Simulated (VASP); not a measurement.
# Al5Rh (P6/mmm) in VASP: a series of runs

Al5Rh is run at these levels: PBE; tasks: single point.

Program: VASP 6.6.1. These are calculated values, not measurements. Logs are shortened: lines on timing, memory, paths and dates and some standing lists are left out, and cuts for length are marked.

## Step 1: The cell of the first run

It takes space group P6/mmm (No. 191, hexagonal). Conventional cell: a = 4.158 Å, b = 4.158 Å, c = 6.822 Å, α = 90.00°, β = 90.00°, γ = 120.00°. Within 2.8 Å of Al (site symmetry 6mm) lie 1 Rh at 2.09 Å and 7 Al at 2.47 to 2.65 Å. Within 2.8 Å of Al (site symmetry mmm) lie 8 Al at 2.08 to 2.47 Å. Rh (site symmetry 6/mmm) has 2 Al at 2.09 Å within 2.8 Å.

The cell was built from a structure type or drawn by symmetry, and may not be a known phase.

## Step 2: Single point, PBE

The input, INCAR:

```
PREC = Accurate
ENCUT = 520
EDIFF = 1E-6
ISMEAR = 0
SIGMA = 0.1
LREAL = F
LASPH = T
NELM = 100
ALGO = Normal
ISIF = 2
LWAVE = F
LCHARG = F
GGA = PE
NBANDS = 24
```

The input, KPOINTS:

```
regular mesh
0
Gamma
  6 6 4
```

The input, POSCAR:

```
Al5Rh
1.0
    4.1582622400      0.0000000000      0.0000000000
   -2.0791311200      3.6011607400      0.0000000000
    0.0000000000      0.0000000000      6.8218719900
Al Rh
5 1
Direct
    0.0000000000      0.0000000000      0.1941526900
    0.0000000000      0.0000000000      0.8058473100
    0.5000000000      0.0000000000      0.0000000000
    0.0000000000      0.5000000000      0.0000000000
    0.5000000000      0.5000000000      0.0000000000
    0.0000000000      0.0000000000      0.5000000000
```

Potentials or basis: VASP PAW PBE potentials, release 64 (Al, Rh_pv).

Started as:

```
$ cat potpaw_PBE.64/Al/POTCAR potpaw_PBE.64/Rh_pv/POTCAR > POTCAR
$ mpirun -np 1 vasp_std > vasp.out
```

OUTCAR:

```text
PREC = Accurate
   ENCUT = 520
   EDIFF = 1E-6
   ISMEAR = 0
   LREAL = F
   LASPH = T
   NELM = 100
   ISIF = 2
   GGA = PE

 ion  position               nearest neighbor table
   1  0.000  0.000  0.194-   6 2.09   3 2.47   3 2.47   4 2.47   4 2.47   5 2.47   5 2.47   2 2.65

   2  0.000  0.000  0.806-   6 2.09   3 2.47   3 2.47   4 2.47   4 2.47   5 2.47   5 2.47   1 2.65

   3  0.500  0.000  0.000-   4 2.08   5 2.08   5 2.08   4 2.08   1 2.47   1 2.47   2 2.47   2 2.47

   4  0.000  0.500  0.000-   5 2.08   5 2.08   3 2.08   3 2.08   1 2.47   2 2.47   1 2.47   2 2.47

   5  0.500  0.500  0.000-   4 2.08   4 2.08   3 2.08   3 2.08   1 2.47   2 2.47   1 2.47   2 2.47

   6  0.000  0.000  0.500-   1 2.09   2 2.09

  LATTYP: Found a hexagonal cell.
 ALAT       =     4.1582622400
 C/A-ratio  =     1.6405583862

  Lattice vectors:

 A1 = (   4.1582622400,   0.0000000000,   0.0000000000)
 A2 = (  -2.0791311200,   3.6011607400,   0.0000000000)
 A3 = (   0.0000000000,   0.0000000000,   6.8218719900)

Analysis of symmetry for initial positions (statically):
=====================================================================
 Subroutine PRICEL returns:
 Original cell was already a primitive cell.

 Routine SETGRP: Setting up the symmetry group for a
 hexagonal supercell.

 Subroutine GETGRP returns: Found 24 space group operations
 (whereof 24 operations were pure point group operations)
 out of a pool of 24 trial point group operations.

The static configuration has the point symmetry D_6h.

Analysis of symmetry for dynamics (positions and initial velocities):
=====================================================================
 Subroutine PRICEL returns:
 Original cell was already a primitive cell.

 Routine SETGRP: Setting up the symmetry group for a
 hexagonal supercell.

 Subroutine GETGRP returns: Found 24 space group operations
 (whereof 24 operations were pure point group operations)
 out of a pool of 24 trial point group operations.

The dynamic configuration has the point symmetry D_6h.

 Subroutine INISYM returns: Found 24 space group operations
 (whereof 24 operations are pure point group operations),
 and found     1 'primitive' translations

----------------------------------------------------------------------------------------
[... 96 lines left out ...]
   NELM   =    100;   NELMIN=  2; NELMDL= -5     # of ELM steps
   EDIFF  = 0.1E-05   stopping-criterion for ELM
   LREAL  =      F    real-space projection
   EDIFFG = 0.1E-04   stopping-criterion for IOM
   NSW    =      0    number of steps for IOM
   IBRION =     -1    ionic relax: 0-MD 1-quasi-New 2-CG
   NFREE  =      0    steps in history (QN), initial steepest desc. (CG)
   ISIF   =      2    stress and relaxation
   ISYM   =      2    0-nonsym 1-usesym 2-fastsym
   POTIM  = 0.5000    time-step for ionic-motion
   TEBEG  =    0.0;   TEEND  =   0.0 temperature during run
   PSTRESS=    0.0 pullay stress
   NELECT =      30.0000    total number of electrons
   NUPDOWN=      -1.0000    fix difference up-down
   EMIN   =  10.00;   EMAX   =-10.00  energy-range for DOS
   EFERMI =   0.00;   METHOD = LEGACY
   ISMEAR =     0;   SIGMA  =   0.10  broadening in eV -4-tet -1-fermi 0-gaus
   EFERMI_NEDOS =   21; number of points for ismear=-14 and -15
   IALGO  =     38    algorithm
   IMIX   =      4    mixing-type and parameters
     AMIX     =   0.40;   BMIX     =  1.00
     AMIX_MAG =   1.60;   BMIX_MAG =  1.00
  volume/ion in A,a.u.               =      17.03       114.90
  Fermi-wavevector in a.u.,A,eV,Ry     =   1.088168  2.056339 16.110788  1.184110
  Thomas-Fermi vector in A             =   2.224344
   LORBIT       =      0    0 simple, 1 ext, 2 COOP (PROOUT), +10 PAW based schemes
   GGA     = PE    functional components
   LHFCALC =     F    Hartree Fock is set to
   AEXX    =    0.0000 exact exchange contribution
   IVDW    =     0    specifies the selected vdW correction
   LEPSILON=     F    determine dielectric tensor
   LRPA    =     F    only Hartree local field effects (RPA)
 non-spin polarized calculation
 Gauss-broadening in eV      SIGMA  =   0.10
  energy-cutoff  :      520.00
  volume of cell :      102.15
 maximum number of plane-waves:      2798
 NGX is ok and might be reduce to    32
   NGX = 15   NGY = 15   NGZ = 25

 number of electron      29.9999998 magnetization

 Free energy of the ion-electron system (eV)
  ---------------------------------------------------
  ext. energy  EPLUGINS =         0.00000000
  ---------------------------------------------------
  free energy    TOTEN  =       -11.52477733 eV

  energy without entropy =      -11.50560641  energy(sigma->0) =      -11.51519187

 E-fermi :   6.7012     XC(G=0):  -9.8737

 val. band max:        6.6518563272   @ k =   0.1667   0.1667   0.2500
 cond. band min:       6.7222450745   @ k =   0.0000   0.0000   0.5000
 fundamental gap:      0.0703887474
 Fermi energy:         6.7012136812

 k-point     1 :       0.0000    0.0000    0.0000
  band No.  band energies     occupation
      1     -38.8853      2.00000
      2     -37.9964      2.00000
      3     -37.9964      2.00000
      4      -6.0261      2.00000
      5       0.1373      2.00000
      6       2.2515      2.00000
[... 556 lines left out ...]
     23      12.5974      0.00000
     24      13.3073      0.00000

------------------------ aborting loop because EDIFF is reached ----------------------------------------

  FORCE on cell =-STRESS in cart. coord.  units (eV):
  Direction    XX          YY          ZZ          XY          YZ          ZX
  --------------------------------------------------------------------------------------
  -------------------------------------------------------------------------------------
  Total       44.4904534     44.4904535     25.4144912      0.0000000      0.0000000      0.0000000
  in kB      697.7815260    697.7815278    398.5970273      0.0000000      0.0000000      0.0000000
  external PRESSURE =     598.0533604 kB  Pullay stress =       0.0000000 kB

 VOLUME and BASIS-vectors are now :
 -----------------------------------------------------------------------------
  energy-cutoff  :      520.00
  volume of cell :      102.15
      direct lattice vectors                 reciprocal lattice vectors
     4.158262240  0.000000000  0.000000000     0.240485073  0.138844122  0.000000000
    -2.079131120  3.601160740  0.000000000     0.000000000  0.277688243  0.000000000
     0.000000000  0.000000000  6.821871990     0.000000000  0.000000000  0.146587330

 POSITION                                       TOTAL-FORCE (eV/Angst)
 -----------------------------------------------------------------------------------
      0.00000      0.00000      1.32448         0.000000      0.000000      0.381771
      0.00000      0.00000      5.49739        -0.000000     -0.000000     -0.381771
      2.07913      0.00000      0.00000         0.000000      0.000000      0.000000
     -1.03957      1.80058      0.00000         0.000000      0.000000      0.000000
      1.03957      1.80058      0.00000         0.000000      0.000000      0.000000
      0.00000      0.00000      3.41094         0.000000      0.000000      0.000000
 -----------------------------------------------------------------------------------
    total drift:                                0.000000     -0.000000      0.000000

  FREE ENERGIE OF THE ION-ELECTRON SYSTEM (eV)
  ---------------------------------------------------
  free  energy   TOTEN  =       -11.5247773341 eV

  energy  without entropy=      -11.5056064100  energy(sigma->0) =      -11.51519187
```

OSZICAR:

```text
N       E                     dE             d eps       ncg     rms          rms(c)
DAV:   1     0.128900088739E+03    0.12890E+03   -0.14818E+04  1184   0.109E+03
DAV:   2    -0.115994815819E+02   -0.14050E+03   -0.13105E+03  1224   0.234E+02
DAV:   3    -0.162250814962E+02   -0.46256E+01   -0.44852E+01  1256   0.403E+01
DAV:   4    -0.163262016719E+02   -0.10112E+00   -0.10097E+00  1304   0.624E+00
DAV:   5    -0.163287058050E+02   -0.25041E-02   -0.25038E-02  1312   0.887E-01    0.162E+01
DAV:   6    -0.269629867641E+02   -0.10634E+02   -0.17218E+02  1176   0.530E+01    0.252E+01
DAV:   7    -0.142921941452E+02    0.12671E+02   -0.19902E+01  1104   0.369E+01    0.907E+00
DAV:   8    -0.117305352970E+02    0.25617E+01   -0.61688E+00  1160   0.161E+01    0.404E+00
DAV:   9    -0.115612690555E+02    0.16927E+00   -0.10636E+00  1160   0.467E+00    0.216E+00
DAV:  10    -0.115579133221E+02    0.33557E-02   -0.35032E-01  1144   0.339E+00    0.147E+00
DAV:  11    -0.115252607880E+02    0.32653E-01   -0.11982E-01  1176   0.148E+00    0.294E-01
DAV:  12    -0.115250656972E+02    0.19509E-03   -0.34585E-03  1256   0.313E-01    0.210E-01
DAV:  13    -0.115254157396E+02   -0.35004E-03   -0.62728E-03  1120   0.300E-01    0.204E-01
DAV:  14    -0.115248958152E+02    0.51992E-03   -0.48334E-03  1192   0.261E-01    0.973E-02
DAV:  15    -0.115247802789E+02    0.11554E-03   -0.34105E-04  1152   0.807E-02    0.200E-02
DAV:  16    -0.115247857930E+02   -0.55142E-05   -0.79154E-06  1208   0.123E-02    0.252E-02
DAV:  17    -0.115247776562E+02    0.81368E-05   -0.37509E-05  1192   0.227E-02    0.366E-03
DAV:  18    -0.115247773341E+02    0.32215E-06   -0.53034E-07   680   0.424E-03
   1 F= -.11524777E+02 E0= -.11515192E+02  d E =-.191709E-01
```

stdout:

```text
POSCAR found type information on POSCAR AlRh
 POSCAR found :  2 types and       6 ions
 scaLAPACK will be used
 LDA part: xc-table for (Slater+PW92), standard interpolation
 POSCAR, INCAR and KPOINTS ok, starting setup
 FFT: planning ... GRIDC
 FFT: planning ... GRID_SOFT
 FFT: planning ... GRID
 WAVECAR not read
 entering main loop
```

It took 1.7 min on 1 thread of Intel Xeon 8259CL, shared host; peak memory 0.24 GiB.

Results:

| Quantity | Value |
| --- | --- |
| Free energy | -11.5248 eV |
| Pressure | 59.8 GPa |
| Largest force | 0.382 eV/Å |
| Band gap on the k mesh | zero (bands 15 and 16 overlap by 1.10 eV) |

Forces in eV/Å, atoms in the order of the input:
```
Al   0.000  0.000  0.382
Al   0.000  0.000 -0.382
Al   0.000  0.000  0.000
Al   0.000  0.000  0.000
Al   0.000  0.000  0.000
Rh   0.000  0.000  0.000
```

Levels at points of the mesh, in eV from the Fermi level:
```csv
k point,band 11,band 12,band 13,band 14,band 15,band 16,band 17,band 18,band 19,band 20
"(0.00, 0.00, 0.00)",-1.88,-1.88,-1.43,-0.70,-0.70,0.23,0.23,2.77,2.99,2.99
"(0.50, 0.00, 0.00)",-2.10,-1.07,-0.99,-0.12,0.54,0.60,1.62,1.73,3.29,4.04
"(0.00, 0.00, 0.50)",-1.49,-1.49,-1.33,-0.74,-0.56,-0.56,0.02,0.02,2.01,2.01
"(0.50, 0.00, 0.50)",-2.01,-1.63,-0.62,-0.12,0.37,0.51,1.51,2.84,2.93,3.04
```

Caveat: the cell stands under pressure.

## Step 3: Single point, PBE

This run uses another cell than the first one, of 28.82 Å³/atom.

The input, INCAR:

```
SYSTEM = Al5Rh
PREC = Accurate
ENCUT = 520
EDIFF = 1E-7
ISMEAR = 0
SIGMA = 0.1
LREAL = .False.
LASPH = .True.
NELM = 100
ALGO = Normal
ISIF = 2
LWAVE = .False.
LCHARG = .False.
GGA = PE
NBANDS = 24
```

The input, KPOINTS:

```
Automatic mesh
0
Gamma
  6 6 4
  0 0 0
```

The input, POSCAR:

```
Al5Rh
1.0
    5.1838017450      0.0000000000      0.0000000000
   -2.5919008725      4.4893039994      0.0000000000
    0.0000000000      0.0000000000      7.4302982197
Al Rh
5 1
Direct
    0.0000000000      0.0000000000      0.1848763469
    0.0000000000      0.0000000000      0.8151236531
    0.5000000000      0.0000000000      0.0000000000
    0.0000000000      0.5000000000      0.0000000000
    0.5000000000      0.5000000000      0.0000000000
    0.0000000000      0.0000000000      0.5000000000
```

Potentials or basis: VASP PAW PBE potentials, release 64 (Al, Rh_pv).

Started as:

```
$ cat potpaw_PBE.64/Al/POTCAR potpaw_PBE.64/Rh_pv/POTCAR > POTCAR
$ mpirun -np 1 vasp_std > vasp.out
```

Wall time 2.2 min (1 thread of Intel Xeon 8259CL, shared host); peak memory 0.32 GiB.

The run converged. Its results:

- Free energy: -20.7020 eV
- Pressure: -0.1 GPa
- Largest force: 0.012 eV/Å
- Band gap on the k mesh: zero (bands 15 and 16 overlap by 0.40 eV)

Forces on the atoms (eV/Å):
```
Al   0.000  0.000 -0.012
Al   0.000  0.000  0.012
Al   0.000  0.000  0.000
Al   0.000  0.000  0.000
Al   0.000  0.000  0.000
Rh   0.000  0.000  0.000
```

Levels at points of the mesh, in eV from the Fermi level:
```
           k point  band 11  band 12  band 13  band 14  band 15  band 16  band 17  band 18  band 19  band 20
(0.00, 0.00, 0.00)    -1.46    -1.46    -1.28    -1.28    -0.72    -0.18    -0.18     1.71     2.58     2.58
(0.50, 0.00, 0.00)    -1.38    -0.41    -0.33    -0.12     0.16     1.25     1.49     1.55     2.28     2.60
(0.00, 0.00, 0.50)    -1.43    -1.43    -0.95    -0.95    -0.24    -0.24    -0.20     0.34     1.61     1.61
(0.50, 0.00, 0.50)    -1.08    -1.04    -0.23    -0.11     0.13     0.61     1.23     1.96     2.26     2.58
```
